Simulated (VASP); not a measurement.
# LiH (I4/mmm) in VASP: notebook

The runs below take LiH through single point, with PBE.

Everything below comes from runs of VASP 6.6.1. Logs are shortened: lines on timing, memory, paths and dates and some standing lists are left out, and cuts for length are marked.

## 1. The cell of the first run

Symmetry: I4/mmm, No. 139, tetragonal system. Conventional cell: a = 2.759 Å, b = 2.759 Å, c = 4.065 Å, α = 90.00°, β = 90.00°, γ = 90.00°. Li (site symmetry 4/mmm) has 6 H at 1.95 to 2.03 Å within 2.6 Å. H (site symmetry 4/mmm) has 6 Li at 1.95 to 2.03 Å within 2.6 Å.

## 2. Single point, PBE (strain -0.040 along x and y, +0.000 along z)

INCAR reads:

```
SYSTEM = LiH
PREC = Accurate
ENCUT = 520
EDIFF = 1E-7
ISMEAR = 0
SIGMA = 0.05
LREAL = .FALSE.
LASPH = .TRUE.
NELM = 80
ALGO = Normal
ISIF = 2
LWAVE = .FALSE.
LCHARG = .FALSE.
GGA = PE
NBANDS = 9
```

KPOINTS reads:

```
regular mesh
0
G
  10 10 10
  0 0 0
```

POSCAR reads:

```
LiH
1.0
    0.0000000000      1.9512000000      2.0325000000
    1.9512000000      0.0000000000      2.0325000000
    1.9512000000      1.9512000000      0.0000000000
Li H
1 1
Direct
    0.0000000000      0.0000000000      0.0000000000
    0.5000000000      0.5000000000      0.5000000000
```

Potentials or basis: VASP PAW PBE potentials, release 64 (Li_sv, H).

Launch:

```bash
cat potpaw_PBE.64/Li_sv/POTCAR potpaw_PBE.64/H/POTCAR > POTCAR
mpirun -np 1 vasp_std > vasp.out
```

OUTCAR:

```text
SYSTEM = LiH
   PREC = Accurate
   ENCUT = 520
   EDIFF = 1E-7
   ISMEAR = 0
   LREAL = .FALSE.
   LASPH = .TRUE.
   NELM = 80
   ISIF = 2
   GGA = PE

 ion  position               nearest neighbor table
   1  0.000  0.000  0.000-
   2  0.500  0.500  0.500-

  LATTYP: Found a body centered tetragonal cell.
 ALAT       =     2.7594135029
 C/A-ratio  =     1.4731391275

  Lattice vectors:

 A1 = (  -1.9512000000,   0.0000000000,   2.0325000000)
 A2 = (   1.9512000000,   0.0000000000,   2.0325000000)
 A3 = (   0.0000000000,   1.9512000000,  -2.0325000000)

Analysis of symmetry for initial positions (statically):
=====================================================================
 Subroutine PRICEL returns:
 Original cell was already a primitive cell.

 Routine SETGRP: Setting up the symmetry group for a
 body centered tetragonal supercell.

 Subroutine GETGRP returns: Found 16 space group operations
 (whereof 16 operations were pure point group operations)
 out of a pool of 16 trial point group operations.

The static configuration has the point symmetry D_4h.

Analysis of symmetry for dynamics (positions and initial velocities):
=====================================================================
 Subroutine PRICEL returns:
 Original cell was already a primitive cell.

 Routine SETGRP: Setting up the symmetry group for a
 body centered tetragonal supercell.

 Subroutine GETGRP returns: Found 16 space group operations
 (whereof 16 operations were pure point group operations)
 out of a pool of 16 trial point group operations.

The dynamic configuration has the point symmetry D_4h.

 Subroutine INISYM returns: Found 16 space group operations
 (whereof 16 operations are pure point group operations),
 and found     1 'primitive' translations

----------------------------------------------------------------------------------------

                                     Primitive cell

  volume of cell :      15.4762

  direct lattice vectors                    reciprocal lattice vectors
     0.000000000  1.951200000  2.032500000    -0.256252563  0.256252563  0.246002460
     1.951200000  0.000000000  2.032500000     0.256252563 -0.256252563  0.246002460
     1.951200000  1.951200000  0.000000000     0.256252563  0.256252563 -0.246002460

  length of vectors
     2.817487833  2.817487833  2.759413503     0.438004523  0.438004523  0.438004523

  position of ions in fractional coordinates (direct lattice)
     0.000000000  0.000000000  0.000000000
     0.500000000  0.500000000  0.500000000

  ion indices of the primitive-cell ions
   primitive index   ion index
                 1           1
                 2           2

----------------------------------------------------------------------------------------

 KPOINTS: regular mesh

Automatic generation of k-mesh.
 Grid dimensions read from file:
 generate k-points for:   10   10   10

 Generating k-lattice:

  Cartesian coordinates                     Fractional coordinates (reciprocal lattice)
    -0.025625256  0.025625256  0.024600246     0.100000000 -0.000000000  0.000000000
     0.025625256 -0.025625256  0.024600246    -0.000000000  0.100000000  0.000000000
     0.025625256  0.025625256 -0.024600246     0.000000000  0.000000000  0.100000000

  Length of vectors
     0.043800452  0.043800452  0.043800452

  Shift w.r.t. Gamma in fractional coordinates (k-lattice)
     0.000000000  0.000000000  0.000000000

 Subroutine IBZKPT returns following result:
 ===========================================

 Found    102 irreducible k-points:

 Following reciprocal coordinates:
            Coordinates               Weight
  0.000000  0.000000  0.000000      1.000000
  0.100000  0.000000  0.000000      8.000000
  0.200000  0.000000  0.000000      8.000000
  0.300000  0.000000  0.000000      8.000000
  0.400000  0.000000  0.000000      8.000000
  0.500000  0.000000  0.000000      4.000000
[... 16 lines left out ...]
  0.300000  0.300000  0.000000      2.000000
  0.400000  0.300000  0.000000      8.000000
 [... further k-points ...]
   k-points           NKPTS =    102   k-points in BZ     NKDIM =    102   number of bands    NBANDS=      9
   number of dos      NEDOS =    301   number of ions     NIONS =      2
   total plane-waves  NPLWV =  13824
   dimension x,y,z NGX =    24 NGY =   24 NGZ =   24
   dimension x,y,z NGXF=    48 NGYF=   48 NGZF=   48
   ions per type =               1   1
   NGX,Y,Z   is equivalent  to a cutoff of  14.16, 14.16, 14.46 a.u.
   NGXF,Y,Z  is equivalent  to a cutoff of  28.32, 28.32, 28.92 a.u.
 SYSTEM =  LiH
   PREC   = accura    normal or accurate (medium, high low for compatibility)
   ISTART =      0    job   : 0-new  1-cont  2-samecut
   ICHARG =      2    charge: 1-file 2-atom 10-const
   ISPIN  =      1    spin polarized calculation?
   LNONCOLLINEAR =      F non collinear calculations
   LSORBIT =      F    spin-orbit coupling
   LASPH  =      T    aspherical Exc in radial PAW
   ENCUT  =  520.0 eV  38.22 Ry    6.18 a.u.   5.24  5.24  5.13*2*pi/ulx,y,z
   NELM   =     80;   NELMIN=  2; NELMDL= -5     # of ELM steps
   EDIFF  = 0.1E-06   stopping-criterion for ELM
   LREAL  =      F    real-space projection
   EDIFFG = 0.1E-05   stopping-criterion for IOM
   NSW    =      0    number of steps for IOM
   IBRION =     -1    ionic relax: 0-MD 1-quasi-New 2-CG
   NFREE  =      0    steps in history (QN), initial steepest desc. (CG)
   ISIF   =      2    stress and relaxation
   ISYM   =      2    0-nonsym 1-usesym 2-fastsym
   POTIM  = 0.5000    time-step for ionic-motion
   TEBEG  =    0.0;   TEEND  =   0.0 temperature during run
   PSTRESS=    0.0 pullay stress
   NELECT =       4.0000    total number of electrons
   NUPDOWN=      -1.0000    fix difference up-down
   EMIN   =  10.00;   EMAX   =-10.00  energy-range for DOS
   EFERMI =   0.00;   METHOD = LEGACY
   ISMEAR =     0;   SIGMA  =   0.05  broadening in eV -4-tet -1-fermi 0-gaus
   EFERMI_NEDOS =   21; number of points for ismear=-14 and -15
   IALGO  =     38    algorithm
   IMIX   =      4    mixing-type and parameters
     AMIX     =   0.40;   BMIX     =  1.00
     AMIX_MAG =   1.60;   BMIX_MAG =  1.00
  volume/ion in A,a.u.               =       7.74        52.22
  Fermi-wavevector in a.u.,A,eV,Ry     =   1.042814  1.970632 14.795801  1.087461
  Thomas-Fermi vector in A             =   2.177496
   LORBIT       =      0    0 simple, 1 ext, 2 COOP (PROOUT), +10 PAW based schemes
   GGA     = PE    functional components
   LHFCALC =     F    Hartree Fock is set to
   AEXX    =    0.0000 exact exchange contribution
   IVDW    =     0    specifies the selected vdW correction
   LEPSILON=     F    determine dielectric tensor
   LRPA    =     F    only Hartree local field effects (RPA)
 non-spin polarized calculation
 Gauss-broadening in eV      SIGMA  =   0.05
  energy-cutoff  :      520.00
  volume of cell :       15.48
 maximum number of plane-waves:       427
 NGX is ok and might be reduce to    24
   NGX = 11   NGY = 11   NGZ = 11

 number of electron       3.9999997 magnetization

 Free energy of the ion-electron system (eV)
  ---------------------------------------------------
  ext. energy  EPLUGINS =         0.00000000
  ---------------------------------------------------
  free energy    TOTEN  =        -6.12007089 eV

  energy without entropy =       -6.12007089  energy(sigma->0) =       -6.12007089

 E-fermi :   0.6649     XC(G=0):  -8.6381

 val. band max:        0.3879404529   @ k =   0.5000   0.0000   0.5000
 cond. band min:       2.8658258544   @ k =   0.5000   0.5000   0.0000
 fundamental gap:      2.4778854015
 Fermi energy:         0.6648762531

 k-point     1 :       0.0000    0.0000    0.0000
  band No.  band energies     occupation
      1     -43.9743      2.00000
      2      -5.3023      2.00000
      3      16.8462      0.00000
      4      18.4795      0.00000
      5      18.4795      0.00000
      6      18.8220      0.00000
      7      23.2333      0.00000
      8      23.4740      0.00000
      9      23.4740      0.00000

 k-point     2 :       0.1000    0.0000    0.0000
  band No.  band energies     occupation
      1     -43.9692      2.00000
      2      -5.1232      2.00000
      3      15.2776      0.00000
      4      17.5813      0.00000
      5      18.1573      0.00000
      6      18.2327      0.00000
      7      22.8022      0.00000
      8      24.2096      0.00000
      9      24.2944      0.00000

 k-point     3 :       0.2000    0.0000    0.0000
  band No.  band energies     occupation
      1     -43.9557      2.00000
      2      -4.6001      2.00000
      3      11.9107      0.00000
      4      16.2372      0.00000
      5      17.4875      0.00000
      6      17.6427      0.00000
      7      23.1413      0.00000
      8      23.9512      0.00000
      9      24.7189      0.00000

 k-point     4 :       0.3000    0.0000    0.0000
  band No.  band energies     occupation
      1     -43.9390      2.00000
      2      -3.7941      2.00000
      3       8.6799      0.00000
      4      15.1313      0.00000
      5      17.0052      0.00000
      6      17.3785      0.00000
      7      21.2895      0.00000
      8      22.5571      0.00000
      9      25.3609      0.00000

 k-point     5 :       0.4000    0.0000    0.0000
  band No.  band energies     occupation
      1     -43.9255      2.00000
      2      -2.9084      2.00000
      3       6.2674      0.00000
      4      14.4152      0.00000
      5      16.8696      0.00000
      6      17.4378      0.00000
      7      19.8386      0.00000
      8      20.9082      0.00000
      9      27.2505      0.00000

 k-point     6 :       0.5000    0.0000    0.0000
  band No.  band energies     occupation
      1     -43.9203      2.00000
      2      -2.4646      2.00000
      3       5.3060      0.00000
      4      14.1686      0.00000
      5      16.8989      0.00000
      6      17.5673      0.00000
      7      19.2707      0.00000
      8      20.2407      0.00000
      9      28.3666      0.00000
[... 169 lines left out ...]
 k-point    21 :      -0.3000    0.2000    0.0000
  band No.  band energies     occupation
      1     -43.9206      2.00000
      2      -2.4873      2.00000
      3       7.0799      0.00000
      4       9.5246      0.00000
      5      16.4975      0.00000
      6      16.6919      0.00000
      7      23.5006      0.00000
      8      26.6685      0.00000
      9      26.8330      0.00000

 k-point    22 :      -0.2000    0.2000    0.0000
  band No.  band energies     occupation
      1     -43.9327      2.00000
      2      -3.4348      2.00000
      3       9.8036      0.00000
      4      10.0639      0.00000
      5      16.9245      0.00000
      6      18.2227      0.00000
      7      22.6435      0.00000
      8      24.8904      0.00000
      9      26.6301      0.00000

 k-point    23 :       0.3000    0.3000    0.0000
  band No.  band energies     occupation
      1     -43.9316      2.00000
      2      -3.1171      2.00000
      3       8.4963      0.00000
      4      13.1260      0.00000
      5      13.1260      0.00000
      6      16.3988      0.00000
      7      18.3751      0.00000
      8      29.4034      0.00000
      9      32.6130      0.00000

 k-point    24 :       0.4000    0.3000    0.0000
  band No.  band energies     occupation
      1     -43.9214      2.00000
      2      -2.2332      2.00000
      3       6.6366      0.00000
      4      11.2186      0.00000
      5      12.7166      0.00000
      6      17.2350      0.00000
      7      18.6453      0.00000
      8      30.4031      0.00000
      9      31.6100      0.00000

 [... further k-points ...]

------------------------ aborting loop because EDIFF is reached ----------------------------------------

  FORCE on cell =-STRESS in cart. coord.  units (eV):
  Direction    XX          YY          ZZ          XY          YZ          ZX
  --------------------------------------------------------------------------------------
  -------------------------------------------------------------------------------------
  Total        0.2321017      0.2321017     -0.0755486      0.0000000      0.0000000     -0.0000000
  in kB       24.0283935     24.0283935     -7.8211863      0.0000000      0.0000000     -0.0000000
  external PRESSURE =      13.4118669 kB  Pullay stress =       0.0000000 kB

 VOLUME and BASIS-vectors are now :
 -----------------------------------------------------------------------------
  energy-cutoff  :      520.00
  volume of cell :       15.48
      direct lattice vectors                 reciprocal lattice vectors
     0.000000000  1.951200000  2.032500000    -0.256252563  0.256252563  0.246002460
     1.951200000  0.000000000  2.032500000     0.256252563 -0.256252563  0.246002460
     1.951200000  1.951200000  0.000000000     0.256252563  0.256252563 -0.246002460

 POSITION                                       TOTAL-FORCE (eV/Angst)
 -----------------------------------------------------------------------------------
      0.00000      0.00000      0.00000         0.000000     -0.000000      0.000000
      1.95120      1.95120      2.03250         0.000000      0.000000     -0.000000
 -----------------------------------------------------------------------------------
    total drift:                                0.000000     -0.000000     -0.000000

  FREE ENERGIE OF THE ION-ELECTRON SYSTEM (eV)
  ---------------------------------------------------
  free  energy   TOTEN  =        -6.1200708883 eV

  energy  without entropy=       -6.1200708883  energy(sigma->0) =       -6.12007089
```

Wall time 9.5 s (1 thread of Intel Xeon 6975P-C, shared host); peak memory 0.14 GiB.

What came out:

```yaml
Free_energy: -6.1201 eV
Band_gap_on_the_k_mesh: 2.48 eV, indirect (least direct gap 2.80 eV)
```

Levels at points of the mesh, in eV from the valence-band top:
| k point | band 1 | band 2 | band 3 | band 4 | band 5 |
| --- | --- | --- | --- | --- | --- |
| (0.00, 0.00, 0.00) | -44.36 | -5.69 | 16.46 | 18.09 | 18.09 |
| (0.50, 0.00, 0.00) | -44.31 | -2.85 | 4.92 | 13.78 | 16.51 |
| (0.50, 0.50, 0.00) | -44.30 | -0.32 | 2.48 | 11.36 | 11.36 |
| (0.50, 0.00, 0.50) | -44.29 | 0.00 | 3.03 | 10.51 | 10.88 |

Caveat: the cell differs from its parent crystal (strain -0.040 along x and y, +0.000 along z); the cutoff is under 1.25 times the usual one of these potentials, so pressure, stress and relaxed cells hold a basis-set (Pulay) error.

## 3. Single point, PBE (strain +0.000 along x and y, -0.040 along z)

INCAR reads:

```
SYSTEM = LiH
ALGO = Normal ; EDIFF = 1E-7
ENCUT = 520 ; GGA = PE
ISIF = 2 ; ISMEAR = 0
LASPH = .True. ; LCHARG = .True.
LELF = .True. ; LREAL = .False.
LVHAR = .True. ; LWAVE = .False.
NBANDS = 9 ; NELM = 80
PREC = Accurate ; SIGMA = 0.05
```

KPOINTS reads:

```
k-points
0
Gamma
  10 10 10
  0 0 0
```

POSCAR reads:

```
LiH
1.0
    0.0000000000      2.0325000000      1.9512000000
    2.0325000000      0.0000000000      1.9512000000
    2.0325000000      2.0325000000      0.0000000000
Li H
1 1
Direct
    0.0000000000      0.0000000000      0.0000000000
    0.5000000000      0.5000000000      0.5000000000
```

Potentials or basis: VASP PAW PBE potentials, release 64 (Li_sv, H).

Launch:

```bash
cat potpaw_PBE.64/Li_sv/POTCAR potpaw_PBE.64/H/POTCAR > POTCAR
mpirun -np 1 vasp_std > vasp.out
```

OUTCAR:

```text
SYSTEM = LiH
   EDIFF = 1E-7
   ENCUT = 520
   GGA = PE
   ISIF = 2
   ISMEAR = 0
   LASPH = .True.
   LREAL = .False.
   NELM = 80
   PREC = Accurate

 ion  position               nearest neighbor table
   1  0.000  0.000  0.000-
   2  0.500  0.500  0.500-

  LATTYP: Found a body centered tetragonal cell.
 ALAT       =     2.8743890655
 C/A-ratio  =     1.3576450199

  Lattice vectors:

 A1 = (   0.0000000000,  -2.0325000000,  -1.9512000000)
[... 465 lines left out ...]
      3       7.1820      0.00000
      4      10.3229      0.00000
      5      11.4948      0.00000
      6      15.9668      0.00000
      7      17.4059      0.00000
      8      29.5692      0.00000
      9      29.7579      0.00000

 [... further k-points ...]
[... 5 lines left out ...]
  --------------------------------------------------------------------------------------
  -------------------------------------------------------------------------------------
  Total       -0.1207561     -0.1207561      0.1750070      0.0000000     -0.0000000     -0.0000000
  in kB      -12.0012602    -12.0012602     17.3929424      0.0000000     -0.0000000     -0.0000000
  external PRESSURE =      -2.2031927 kB  Pullay stress =       0.0000000 kB

 VOLUME and BASIS-vectors are now :
 -----------------------------------------------------------------------------
  energy-cutoff  :      520.00
  volume of cell :       16.12
      direct lattice vectors                 reciprocal lattice vectors
     0.000000000  2.032500000  1.951200000    -0.246002460  0.246002460  0.256252563
     2.032500000  0.000000000  1.951200000     0.246002460 -0.246002460  0.256252563
     2.032500000  2.032500000  0.000000000     0.246002460  0.246002460 -0.256252563

 POSITION                                       TOTAL-FORCE (eV/Angst)
 -----------------------------------------------------------------------------------
      0.00000      0.00000      0.00000        -0.000000      0.000000      0.000000
      2.03250      2.03250      1.95120         0.000000      0.000000      0.000000
 -----------------------------------------------------------------------------------
    total drift:                                0.000000     -0.000000     -0.000000

  FREE ENERGIE OF THE ION-ELECTRON SYSTEM (eV)
  ---------------------------------------------------
  free  energy   TOTEN  =        -6.1230555475 eV

  energy  without entropy=       -6.1230555475  energy(sigma->0) =       -6.12305555
```

OSZICAR:

```text
N       E                     dE             d eps       ncg     rms          rms(c)
DAV:   1    -0.175085380774E+01   -0.17509E+01   -0.14306E+03  1908   0.406E+02
DAV:   2    -0.629112015180E+01   -0.45403E+01   -0.45063E+01  2557   0.553E+01
DAV:   3    -0.636644603822E+01   -0.75326E-01   -0.75283E-01  2261   0.555E+00
DAV:   4    -0.636687436975E+01   -0.42833E-03   -0.42831E-03  2581   0.358E-01
DAV:   5    -0.636687733063E+01   -0.29609E-05   -0.29608E-05  2254   0.204E-02    0.288E+00
DAV:   6    -0.618290758987E+01    0.18397E+00   -0.14976E-01  2062   0.120E+00    0.144E+00
DAV:   7    -0.612131586570E+01    0.61592E-01   -0.19255E-01  2180   0.154E+00    0.221E-01
DAV:   8    -0.612313360264E+01   -0.18177E-02   -0.44171E-03  2212   0.431E-01    0.428E-02
DAV:   9    -0.612306353231E+01    0.70070E-04   -0.15321E-04  2414   0.481E-02    0.657E-03
DAV:  10    -0.612305690848E+01    0.66238E-05   -0.61477E-06  2138   0.177E-02    0.238E-03
DAV:  11    -0.612305609236E+01    0.81612E-06   -0.18781E-07  2659   0.192E-03    0.492E-04
DAV:  12    -0.612305549547E+01    0.59689E-06   -0.56307E-09  1242   0.596E-04    0.352E-04
DAV:  13    -0.612305554751E+01   -0.52035E-07   -0.70155E-09  1097   0.403E-04
   1 F= -.61230555E+01 E0= -.61230555E+01  d E =-.438559E-18
```

stdout:

```text
POSCAR found type information on POSCAR LiH
 POSCAR found :  2 types and       2 ions
 scaLAPACK will be used
 LDA part: xc-table for (Slater+PW92), standard interpolation
 POSCAR, INCAR and KPOINTS ok, starting setup
 FFT: planning ... GRIDC
 FFT: planning ... GRID_SOFT
 FFT: planning ... GRID
 WAVECAR not read
 entering main loop
```

It took 11 s on 1 thread of Intel Xeon 6975P-C, shared host; peak memory 0.14 GiB.

Results:

```yaml
Free_energy: -6.1231 eV
Band_gap_on_the_k_mesh: 2.60 eV, indirect (least direct gap 2.90 eV)
```

Levels at points of the mesh, in eV from the valence-band top:
| k point | band 1 | band 2 | band 3 | band 4 | band 5 | band 6 | band 7 |
| --- | --- | --- | --- | --- | --- | --- | --- |
| (0.00, 0.00, 0.00) | -44.49 | -5.63 | 15.83 | 17.45 | 17.81 | 17.81 | 22.34 |
| (0.50, 0.00, 0.00) | -44.45 | -2.83 | 4.72 | 13.36 | 15.90 | 16.81 | 18.41 |
| (0.50, 0.50, 0.00) | -44.43 | 0.00 | 3.16 | 10.18 | 10.18 | 13.35 | 16.88 |
| (0.50, 0.00, 0.50) | -44.43 | -0.31 | 2.60 | 10.66 | 11.02 | 14.00 | 17.16 |

Caveat: the cell differs from its parent crystal (strain +0.000 along x and y, -0.040 along z); the cutoff is under 1.25 times the usual one of these potentials, so pressure, stress and relaxed cells hold a basis-set (Pulay) error. A k mesh can miss the band edges.

(Continued in part 2 of 2.)
